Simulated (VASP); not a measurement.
Wanted: the native input for a VASP 6.6.1 run.

```yaml
Task: single point
Functional: PBE
Potentials_or_basis: VASP PAW PBE potentials, release 64 (Si, Ti_sv)
Cutoff: 520 eV
k_mesh: 2 × 2 × 2
Occupations: fermi-dirac, width 0.02 eV
Spin: no spin polarisation
Dipole_correction: no
Further_INCAR_settings: LREAL = Auto; ALGO = Normal; EDIFF = 1e-07; NBANDS = 52
```

The structure of TiSi16 (a cell with a defect) lies in POSCAR:

```
TiSi16
1.0
    0.0000000000      5.4300000000      5.4300000000
    5.4300000000      0.0000000000      5.4300000000
    5.4300000000      5.4300000000      0.0000000000
Si Ti
16 1
Direct
    0.0218692449      0.0127532228     -0.0562154696
    0.1206906077      0.1326795580      0.0812430939
   -0.0143738490      0.0132688766      0.4752209945
    0.1086372007      0.1660957643      0.5736832413
   -0.0232872928      0.4986279926     -0.0229005525
    0.0679926335      0.6431123389      0.1252302026
   -0.0519705341      0.5269060773      0.4916942910
    0.1021454880      0.6320902394      0.5974677716
    0.4873388582      0.0061418048     -0.0101565378
    0.6391620626      0.1282596685      0.0823112339
    0.4712891344      0.0340515654      0.4820810313
    0.5995856354      0.1529005525      0.6336187845
    0.4467955801      0.5028176796     -0.0079926335
    0.5928821363      0.6488674033      0.0721270718
    0.4788950276      0.5288950276      0.4623020258
    0.5776243094      0.6644014733      0.6056353591
    0.7051012891      0.2745672192      0.2303683241
```

One way to write it, as run:

INCAR

```
ALGO = Normal
EDIFF = 1E-7
ENCUT = 520
GGA = PE
ISIF = 2
ISMEAR = -1
LASPH = True
LCHARG = False
LREAL = Auto
LWAVE = False
NBANDS = 52
NELM = 100
PREC = Accurate
SIGMA = 0.02
```

KPOINTS

```
k-points
0
Gamma
  2 2 2
```

Potentials or basis: VASP PAW PBE potentials, release 64 (Si, Ti_sv).

Launch:

```bash
$ cat potpaw_PBE.64/Si/POTCAR potpaw_PBE.64/Ti_sv/POTCAR > POTCAR
$ mpirun -np 1 vasp_std > vasp.out
```

Results of the run:

| Item | Value |
| --- | --- |
| Pressure | 4.0 GPa |
| Largest force | 2.252 eV/Å |
| Band gap on the k mesh | zero (band 38 reaches 6.91 eV, above the bottom of band 39 at 6.62 eV) |

Caveat: the k points lie up to 0.50 Å⁻¹ apart.

It took 3.6 min on 1 thread of Intel(R) Xeon(R) Platinum 8488C (Sapphire Rapids), with other jobs on the host, peak memory 0.5 GiB.
